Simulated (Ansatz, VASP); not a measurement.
One calculation of C, two programs

```
C
1.0
     0.00000    2.12700    3.34800
     1.22800    0.00000    3.34800
     1.22800    2.12700    0.00000
C
2
Direct
  0.16667 0.83333 0.16667
  0.83333 0.16667 0.83333
```

Alike in both runs: task relaxation of cell and atoms; functional PBE; k mesh 14 × 14 × 14; occupations gaussian, width 0.02 eV; no spin polarisation.

|  | VASP | Ansatz |
| --- | --- | --- |
| version | VASP 6.6.1 | Ansatz 0.2.0 |
| potentials or method | VASP PAW PBE potentials, release 64 (C), cutoff 600 eV | scalar-relativistic, plane waves, PAW |
| valence electrons in the cell | 8 | 8 |

|  | VASP | Ansatz | Ansatz less VASP |
| --- | --- | --- | --- |
| gap on the k mesh at the Fermi level, each at its own relaxed structure (eV) | 0.89 | 1.03 | +0.144 |
| relaxed volume (Å³/atom) | 10.44 | 11.31 | +0.870 |
| relaxed cell length with the largest relative difference (Å) | 4.149 | 4.467 | +0.3183 |

One of these differences is far larger than is usual between the two programs; its cause wasn't traced.

Noted on VASP's run: the volume moved by over 15 % at a fixed basis, so the end points are rough.
